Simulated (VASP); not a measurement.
# Te2Mo (P-3m1) in VASP: single point with HSE06

Aim: the single point of Te2Mo with HSE06.

Everything below comes from runs of VASP 6.6.1. Logs are shortened: lines on timing, memory, paths and dates and some standing lists are left out, and cuts for length are marked.

### Step 1. The cell of the first run

The structure is trigonal, space group P-3m1 (No. 164). The conventional cell has a = 3.519 Å, b = 3.519 Å, c = 7.214 Å, α = 90.00°, β = 90.00°, γ = 120.00°. Within 3.6 Å of Mo (site symmetry -3m) lie 6 Te at 2.73 Å and 6 Mo at 3.52 Å. Within 3.6 Å of Te (site symmetry 3m) lie 3 Mo at 2.73 Å and 6 Te at 3.52 Å.

### Step 2. Single point, HSE06

File POSCAR:

```
Te2Mo
1.0
    3.5194545122      0.0000000000      0.0000000000
   -1.7597272561      3.0479370150      0.0000000000
    0.0000000000      0.0000000000      7.2144528865
Mo Te
1 2
Direct
    0.0000000000      0.0000000000      0.0000000000
    0.3333333333      0.6666666667      0.2534156080
    0.6666666667      0.3333333333      0.7465843920
```

File INCAR.step1:

```
PREC = Accurate
ENCUT = 520
EDIFF = 1E-5
ISMEAR = -1
SIGMA = 0.02
LREAL = False
LASPH = True
NELM = 100
ALGO = Normal
ISIF = 2
LWAVE = True
LCHARG = False
GGA = PE
NBANDS = 20
```

File INCAR.step2:

```
PREC = Accurate
ENCUT = 520
EDIFF = 1E-7
ISMEAR = -1
SIGMA = 0.02
LREAL = False
LASPH = True
NELM = 100
ALGO = Normal
ISIF = 2
LWAVE = False
LCHARG = False
GGA = PE
LHFCALC = True
HFSCREEN = 0.2079
PRECFOCK = Normal
ISTART = 1
NBANDS = 20
```

File KPOINTS:

```
Automatic mesh
0
Gamma
  6 6 2
```

Potentials or basis: VASP PAW PBE potentials, release 64 (Mo_sv, Te).

Started as:

```console
> cat potpaw_PBE.64/Mo_sv/POTCAR potpaw_PBE.64/Te/POTCAR > POTCAR
> cp INCAR.step1 INCAR
> mpirun -np 1 vasp_std > vasp.out
> cp INCAR.step2 INCAR
> mpirun -np 1 vasp_std > vasp.out
```

OUTCAR:

```text
PREC = Accurate
   ENCUT = 520
   EDIFF = 1E-7
   ISMEAR = -1
   LREAL = False
   LASPH = True
   NELM = 100
   ISIF = 2
   GGA = PE
   LHFCALC = True
   HFSCREEN = 0.2079
   PRECFOCK = Normal
   ISTART = 1

 ion  position               nearest neighbor table
   1  0.000  0.000  0.000-   2 2.73   3 2.73   2 2.73   3 2.73   3 2.73   2 2.73
   2  0.333  0.667  0.253-   1 2.73   1 2.73   1 2.73
   3  0.667  0.333  0.747-   1 2.73   1 2.73   1 2.73

  LATTYP: Found a hexagonal cell.
 ALAT       =     3.5194545122
 C/A-ratio  =     2.0498781449

  Lattice vectors:

 A1 = (   3.5194545122,   0.0000000000,   0.0000000000)
 A2 = (  -1.7597272561,   3.0479370150,   0.0000000000)
 A3 = (   0.0000000000,   0.0000000000,   7.2144528865)

Analysis of symmetry for initial positions (statically):
=====================================================================
 Subroutine PRICEL returns:
 Original cell was already a primitive cell.

 Routine SETGRP: Setting up the symmetry group for a
 hexagonal supercell.

 Subroutine GETGRP returns: Found 12 space group operations
 (whereof 12 operations were pure point group operations)
 out of a pool of 24 trial point group operations.

The static configuration has the point symmetry D_3d.

Analysis of symmetry for dynamics (positions and initial velocities):
=====================================================================
 Subroutine PRICEL returns:
 Original cell was already a primitive cell.

 Routine SETGRP: Setting up the symmetry group for a
 hexagonal supercell.

 Subroutine GETGRP returns: Found 12 space group operations
 (whereof 12 operations were pure point group operations)
 out of a pool of 24 trial point group operations.

The dynamic configuration has the point symmetry D_3d.

 Subroutine INISYM returns: Found 12 space group operations
 (whereof 12 operations are pure point group operations),
 and found     1 'primitive' translations

----------------------------------------------------------------------------------------

                                     Primitive cell

  volume of cell :      77.3900

  direct lattice vectors                    reciprocal lattice vectors
     3.519454512  0.000000000  0.000000000     0.284134941  0.164045385  0.000000000
    -1.759727256  3.047937015  0.000000000     0.000000000  0.328090769  0.000000000
     0.000000000  0.000000000  7.214452887     0.000000000  0.000000000  0.138610649

  length of vectors
     3.519454512  3.519454512  7.214452887     0.328090769  0.328090769  0.138610649

  position of ions in fractional coordinates (direct lattice)
     0.000000000  0.000000000  0.000000000
     0.333333333  0.666666667  0.253415608
     0.666666667  0.333333333  0.746584392

  ion indices of the primitive-cell ions
   primitive index   ion index
                 1           1
                 2           2
                 3           3

----------------------------------------------------------------------------------------

 KPOINTS: Automatic mesh

Automatic generation of k-mesh.
 Grid dimensions read from file:
 generate k-points for:    6    6    2

 Generating k-lattice:

  Cartesian coordinates                     Fractional coordinates (reciprocal lattice)
     0.047355823  0.027340897  0.000000000     0.166666667  0.000000000  0.000000000
     0.000000000  0.054681795  0.000000000     0.000000000  0.166666667  0.000000000
     0.000000000  0.000000000  0.069305325     0.000000000  0.000000000  0.500000000

  Length of vectors
     0.054681795  0.054681795  0.069305325

  Shift w.r.t. Gamma in fractional coordinates (k-lattice)
     0.000000000  0.000000000  0.000000000

 Subroutine IBZKPT returns following result:
 ===========================================

 Found     14 irreducible k-points:

 Following reciprocal coordinates:
            Coordinates               Weight
  0.000000  0.000000  0.000000      1.000000
  0.166667 -0.000000  0.000000      6.000000
  0.333333  0.000000  0.000000      6.000000
  0.500000 -0.000000  0.000000      3.000000
  0.166667  0.166667  0.000000      6.000000
  0.333333  0.166667  0.000000     12.000000
  0.333333  0.333333  0.000000      2.000000
  0.000000  0.000000  0.500000      1.000000
  0.166667 -0.000000  0.500000      6.000000
  0.333333  0.000000  0.500000      6.000000
  0.500000 -0.000000  0.500000      3.000000
  0.166667  0.166667  0.500000      6.000000
  0.333333  0.166667  0.500000     12.000000
  0.333333  0.333333  0.500000      2.000000
   k-points           NKPTS =     14   k-points in BZ     NKDIM =     72   number of bands    NBANDS=     20
   number of dos      NEDOS =    301   number of ions     NIONS =      3
   total plane-waves  NPLWV =  42336
   dimension x,y,z NGX =    28 NGY =   28 NGZ =   54
   dimension x,y,z NGXF=    56 NGYF=   56 NGZF=  108
   ions per type =               1   2
   NGX,Y,Z   is equivalent  to a cutoff of  13.23, 13.23, 12.44 a.u.
   NGXF,Y,Z  is equivalent  to a cutoff of  26.45, 26.45, 24.89 a.u.
 SYSTEM =  unknown system
   PREC   = accura    normal or accurate (medium, high low for compatibility)
   ISTART =      1    job   : 0-new  1-cont  2-samecut
   ICHARG =      0    charge: 1-file 2-atom 10-const
   ISPIN  =      1    spin polarized calculation?
   LNONCOLLINEAR =      F non collinear calculations
   LSORBIT =      F    spin-orbit coupling
   LASPH  =      T    aspherical Exc in radial PAW
   ENCUT  =  520.0 eV  38.22 Ry    6.18 a.u.   6.54  6.54 13.41*2*pi/ulx,y,z
   NELM   =    100;   NELMIN=  2; NELMDL=  0     # of ELM steps
   EDIFF  = 0.1E-06   stopping-criterion for ELM
   LREAL  =      F    real-space projection
   EDIFFG = 0.1E-05   stopping-criterion for IOM
   NSW    =      0    number of steps for IOM
   IBRION =     -1    ionic relax: 0-MD 1-quasi-New 2-CG
   NFREE  =      0    steps in history (QN), initial steepest desc. (CG)
   ISIF   =      2    stress and relaxation
   ISYM   =      3    0-nonsym 1-usesym 2-fastsym
   POTIM  = 0.5000    time-step for ionic-motion
   TEBEG  =    0.0;   TEEND  =   0.0 temperature during run
   PSTRESS=    0.0 pullay stress
   NELECT =      26.0000    total number of electrons
   NUPDOWN=      -1.0000    fix difference up-down
   EMIN   =  10.00;   EMAX   =-10.00  energy-range for DOS
   EFERMI =   0.00;   METHOD = LEGACY
   ISMEAR =    -1;   SIGMA  =   0.02  broadening in eV -4-tet -1-fermi 0-gaus
   EFERMI_NEDOS =   21; number of points for ismear=-14 and -15
   IALGO  =     38    algorithm
   IMIX   =      1    mixing-type and parameters
     AMIX     =   0.40;   BMIX     =  1.00
     AMIX_MAG =   1.60;   BMIX_MAG =  1.00
  volume/ion in A,a.u.               =      25.80       174.08
  Fermi-wavevector in a.u.,A,eV,Ry     =   1.138075  2.150651 17.622478  1.295216
  Thomas-Fermi vector in A             =   2.274780
   LORBIT       =      0    0 simple, 1 ext, 2 COOP (PROOUT), +10 PAW based schemes
   GGA     = PE    functional components
   LHFCALC =     T    Hartree Fock is set to
   PRECFOCK=normal    Normal, Fast or Accurate (Low or Medium for compatibility)
   ENCUT4O =  -1.0   cutoff for four orbital integrals eV
   NKREDX  =     1    reduce k-point grid by
   NKREDY  =     1    reduce k-point grid by
   NKREDZ  =     1    reduce k-point grid by
   AEXX    =    0.2500 exact exchange contribution
   HFSCREEN=    0.2079 screening length (either q_TF or 0.3 A-1)
   HFSCREENC=   0.2079 screening length for correlation (either q_TF or 0.3 A-1)
   ENCUTFOCK=  -1.0 apply spherical cutoff to Coloumb kernel
   IVDW    =     0    specifies the selected vdW correction
   LEPSILON=     F    determine dielectric tensor
   LRPA    =     F    only Hartree local field effects (RPA)
 non-spin polarized calculation
  energy-cutoff  :      520.00
  volume of cell :       77.39
 maximum number of plane-waves:      2138
 NGX is ok and might be reduce to    28
  NGX = 20; NGY = 20; NGZ = 42

 number of electron      25.9999998 magnetization

 Free energy of the ion-electron system (eV)
  ---------------------------------------------------
  ext. energy  EPLUGINS =         0.00000000
  ---------------------------------------------------
  free energy    TOTEN  =       -21.16019222 eV

  energy without entropy =      -21.16016582  energy(sigma->0) =      -21.16017902

 E-fermi :   8.2588     XC(G=0):  -8.4960

 val. band max:        8.1135353255   @ k =   0.3333   0.3333   0.5000
 cond. band min:       8.4121051555   @ k =   0.1667   0.1667   0.5000
 fundamental gap:      0.2985698299
 Fermi energy:         8.2587602897

 k-point     1 :       0.0000    0.0000    0.0000
  band No.  band energies     occupation
      1     -57.4701      2.00000
      2     -30.1618      2.00000
      3     -30.0919      2.00000
      4     -30.0919      2.00000
      5      -6.7905      2.00000
      6      -5.5116      2.00000
[... 12 lines left out ...]
     19      14.3597      0.00000
     20      16.9667      0.00000

 k-point     2 :       0.1667   -0.0000    0.0000
  band No.  band energies     occupation
      1     -57.4667      2.00000
      2     -30.1534      2.00000
      3     -30.1370      2.00000
      4     -30.1030      2.00000
      5      -6.3505      2.00000
      6      -5.2524      2.00000
[... 12 lines left out ...]
     19      15.4135      0.00000
     20      16.6190      0.00000

 k-point     3 :       0.3333    0.0000    0.0000
  band No.  band energies     occupation
      1     -57.4599      2.00000
      2     -30.2258      2.00000
      3     -30.1358      2.00000
      4     -30.1255      2.00000
      5      -5.2101      2.00000
      6      -4.6136      2.00000
[... 12 lines left out ...]
     19      14.2056      0.00000
     20      14.6506      0.00000

 k-point     4 :       0.5000   -0.0000    0.0000
  band No.  band energies     occupation
      1     -57.4566      2.00000
      2     -30.2692      2.00000
      3     -30.1369      2.00000
      4     -30.1268      2.00000
      5      -4.4364      2.00000
      6      -4.0997      2.00000
[... 199 lines left out ...]
 k-point    13 :       0.3333    0.1667    0.5000
  band No.  band energies     occupation
      1     -57.4566      2.00000
      2     -30.2470      2.00000
      3     -30.1589      2.00000
      4     -30.1272      2.00000
      5      -4.4539      2.00000
      6      -4.1572      2.00000
[... 12 lines left out ...]
     19      13.9170      0.00000
     20      16.0263      0.00000

 k-point    14 :       0.3333    0.3333    0.5000
  band No.  band energies     occupation
      1     -57.4549      2.00000
      2     -30.2164      2.00000
      3     -30.2164      2.00000
      4     -30.1229      2.00000
      5      -3.9609      2.00000
      6      -3.9609      2.00000
[... 12 lines left out ...]
     19      14.3573      0.00000
     20      14.3762      0.00000

------------------------ aborting loop because EDIFF is reached ----------------------------------------

  FORCE on cell =-STRESS in cart. coord.  units (eV):
  Direction    XX          YY          ZZ          XY          YZ          ZX
  --------------------------------------------------------------------------------------
  -------------------------------------------------------------------------------------
  Total       -1.2346906     -1.2346906     -0.4276339     -0.0000000      0.0000000     -0.0000000
  in kB      -25.5613611    -25.5613611     -8.8531538     -0.0000000      0.0000000     -0.0000000
  external PRESSURE =     -19.9919587 kB  Pullay stress =       0.0000000 kB

 VOLUME and BASIS-vectors are now :
 -----------------------------------------------------------------------------
  energy-cutoff  :      520.00
  volume of cell :       77.39
      direct lattice vectors                 reciprocal lattice vectors
     3.519454512  0.000000000  0.000000000     0.284134941  0.164045385  0.000000000
    -1.759727256  3.047937015  0.000000000     0.000000000  0.328090769  0.000000000
     0.000000000  0.000000000  7.214452887     0.000000000  0.000000000  0.138610649

 POSITION                                       TOTAL-FORCE (eV/Angst)
 -----------------------------------------------------------------------------------
      0.00000      0.00000      0.00000         0.000000      0.000000      0.000000
     -0.00000      2.03196      1.82825        -0.000000      0.000000     -0.250443
      1.75973      1.01598      5.38620         0.000000     -0.000000      0.250443
 -----------------------------------------------------------------------------------
    total drift:                               -0.000000     -0.000000      0.000000

  FREE ENERGIE OF THE ION-ELECTRON SYSTEM (eV)
  ---------------------------------------------------
  free  energy   TOTEN  =       -21.1601922200 eV

  energy  without entropy=      -21.1601658163  energy(sigma->0) =      -21.16017902
```

It took 48 min on 1 thread of Intel Xeon Platinum 8488C (Sapphire Rapids), shared host; peak memory 0.32 GiB.

Results:

* Free energy: -21.1602 eV
* Pressure: -2.0 GPa
* Largest force: 0.250 eV/Å
* Band gap on the k mesh: zero (bands 13 and 14 overlap by 0.56 eV)

Forces in eV/Å, atoms in the order of the input:
```
Mo   0.000  0.000  0.000
Te   0.000  0.000 -0.250
Te   0.000  0.000  0.250
```

Stress tensor (GPa, compression positive):
```
-2.56  0.00  0.00
 0.00 -2.56  0.00
 0.00  0.00 -0.89
```

Levels at points of the mesh, in eV from the Fermi level:
| k point | band 11 | band 12 | band 13 | band 14 | band 15 | band 16 |
| --- | --- | --- | --- | --- | --- | --- |
| (0.00, 0.00, 0.00) | -1.92 | -1.24 | -1.24 | 1.39 | 1.39 | 3.88 |
| (0.50, 0.00, 0.00) | -3.61 | -2.20 | -1.25 | 0.76 | 1.13 | 2.73 |
| (0.00, 0.00, 0.50) | -1.24 | -1.24 | -0.94 | 1.25 | 1.25 | 4.13 |
| (0.50, 0.00, 0.50) | -2.63 | -2.54 | -0.99 | 0.76 | 1.39 | 3.05 |

Caveat: the k points lie up to 0.44 Å⁻¹ apart, too coarse for converged energies and pressures of a metal; the PAW data sets were made with another functional, which shifts forces and pressure a little; spin-orbit coupling is left out, which moves the levels of the heavy elements; this functional lacks dispersion, which binds layers or chains, so the pressure and a relaxed spacing across them are unreliable.

The gap in the log of VASP goes by the Fermi energy; the results here count the filled bands.